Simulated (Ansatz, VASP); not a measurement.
# One calculation of Cs3Ti, two programs

File INCAR:

```
PREC = Accurate ; ENCUT = 500
EDIFF = 1E-7 ; ISMEAR = 0
SIGMA = 0.1 ; LREAL = False
LASPH = True ; NELM = 120
ALGO = Normal ; ISIF = 3
LWAVE = False ; LCHARG = False
GGA = PE ; IBRION = 2
NSW = 100 ; EDIFFG = -0.01
GGA_COMPAT = False ; NELMIN = 4
```

The input KPOINTS:

```
regular mesh
0
Gamma
  8 8 8
```

POSCAR

```
Cs3Ti
1.0
    6.4591834480      0.0000000000      0.0000000000
    0.0000000000      6.4591834480      0.0000000000
    0.0000000000      0.0000000000      6.4591834480
Cs Ti
3 1
Direct
    0.0000000000      0.5000000000      0.5000000000
    0.5000000000      0.0000000000      0.5000000000
    0.5000000000      0.5000000000      0.0000000000
    0.0000000000      0.0000000000      0.0000000000
```

Input for Ansatz:

```yaml
crystal:
  lattice:
    - [6.459183448, 0.0, 0.0]
    - [0.0, 6.459183448, 0.0]
    - [0.0, 0.0, 6.459183448]
  atoms:
    - { symbol: Cs, position: [0.0, 0.5, 0.5] }
    - { symbol: Cs, position: [0.5, 0.0, 0.5] }
    - { symbol: Cs, position: [0.5, 0.5, 0.0] }
    - { symbol: Ti, position: [0.0, 0.0, 0.0] }
basis:
  ecutwfc: 420
kpoints:
  mp_grid: { grid: [8, 8, 8] }
hamiltonian:
  xc: pbe
scf:
  occupations: { method: gaussian, width: 0.1 }
output:
  forces: true
  stress: true
  eigenvalues: true
  write_density: true
  write_potential: true
  elf: true
  volumetric_format: npy
relax:
  adjacent_minimum: "off"
  f_tol: 0.01
  max_steps: 80
  cell: { stress_tol: 0.05 }
```

Alike in both runs: task relaxation of cell and atoms; functional PBE; k mesh 8 × 8 × 8; occupations gaussian, width 0.1 eV; no spin polarisation.

|  | VASP | Ansatz |
| --- | --- | --- |
| version | VASP 6.6.1 | Ansatz 0.2.0 |
| potentials or method | VASP PAW PBE potentials, release 64 (Cs_sv, Ti_sv), cutoff 500 eV | scalar-relativistic, plane waves, PAW |
| valence electrons in the cell | 39 | 39 |

```csv
,VASP,Ansatz,Ansatz less VASP
"gap on the k mesh at the Fermi level, each at its own relaxed structure (eV)",none,none,-
relaxed volume (Å³/atom),67.37,67.37,0.000
relaxed cell length with the largest relative difference (Å),6.459,6.459,0.0000
```

A gap of «none» marks a metal or a gap that the smearing closes.

Spin-orbit coupling is off throughout. Noted on VASP's run: the relaxation stopped at its first step, so nothing moved.
